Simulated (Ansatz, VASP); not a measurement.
BeS: VASP beside Ansatz

```xyz
2
Lattice="0.0000 2.4661 2.4661 2.4661 0.0000 2.4661 2.4661 2.4661 0.0000" Properties=species:S:1:pos:R:3 pbc="T T T"
Be    0.0000    0.0000    0.0000
S     1.2331    1.2331    1.2331
```

Alike in both runs: functional r2SCAN; k mesh 10 × 10 × 10; occupations fermi-dirac, width 0.02 eV; no spin polarisation.

Ansatz relaxed the structure, and its values are those at the end. VASP's run is a single point on that final structure, the one shown.

|  | VASP | Ansatz |
| --- | --- | --- |
| version | VASP 6.6.1 | Ansatz 0.2.0 |
| potentials or method | VASP PAW PBE potentials, release 64 (Be, S), cutoff 520 eV | PAW plane waves |
| valence electrons in the cell | 8 | 8 |

|  | VASP | Ansatz | Ansatz less VASP |
| --- | --- | --- | --- |
| gap on the k mesh at the Fermi level (eV) | 3.68 | 3.67 | -0.009 |
| pressure (GPa) | -3.3 | -3.5 | -0.25 |

VASP's potentials were made for PBE, not for r2SCAN. The functional is the same, so the differences come from potentials, cutoffs and numerics. Ansatz's warnings: stress scf threshold loose.
